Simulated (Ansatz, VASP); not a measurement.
## Two plane-wave programs on HfN

Contents of INCAR:

```
  PREC = Accurate
  ENCUT = 520
  EDIFF = 1E-6
  ISMEAR = 0
  SIGMA = 0.05
  LREAL = F
  LASPH = T
  NELM = 100
  ALGO = Normal
  ISIF = 2
  LWAVE = F
  LCHARG = F
  GGA = RP
  NBANDS = 14
```

The input KPOINTS:

```
regular mesh
0
Gamma
  10 10 10
```

POSCAR

```
HfN
1.0
    0.0000000000      2.2563071536      2.2563071536
    2.2563071536      0.0000000000      2.2563071536
    2.2563071536      2.2563071536      0.0000000000
Hf N
1 1
Direct
    0.5000000000      0.5000000000      0.5000000000
    0.0000000000      0.0000000000      0.0000000000
```

Input for Ansatz:

```yaml
crystal:
  lattice:
    - [0.0, 2.2563071536, 2.2563071536]
    - [2.2563071536, 0.0, 2.2563071536]
    - [2.2563071536, 2.2563071536, 0.0]
  atoms:
    - { symbol: Hf, position: [0.5, 0.5, 0.5] }
    - { symbol: "N", position: [0.0, 0.0, 0.0] }
basis:
  ecutwfc: 420
  ecutrho_ratio: 4
kpoints:
  mp_grid: { grid: [10, 10, 10] }
hamiltonian:
  xc: rpbe
scf:
  occupations: { method: gaussian, width: 0.05 }
output:
  forces: true
  stress: true
  eigenvalues: true
```

Alike in both runs: task single point; functional RPBE; k mesh 10 × 10 × 10; occupations gaussian, width 0.05 eV; no spin polarisation.

|  | VASP | Ansatz |
| --- | --- | --- |
| version | VASP 6.6.1 | Ansatz 0.2.0 |
| potentials or method | VASP PAW PBE potentials, release 64 (Hf_pv, N), cutoff 520 eV | scalar-relativistic, plane waves, PAW |
| valence electrons in the cell | 15 | 31 |

|  | VASP | Ansatz | Ansatz less VASP |
| --- | --- | --- | --- |
| gap on the k mesh at the Fermi level (eV) | none | none | - |
| pressure (GPa) | 8.7 | 11.2 | +2.50 |

VASP's potentials were made for PBE, not for RPBE. A gap of «none» marks a metal or a gap that the smearing closes. VASP's potentials hold 15 valence electrons a cell and Ansatz's 31, so a difference there can come from the potentials and not from the codes.

Spin-orbit coupling is off throughout.
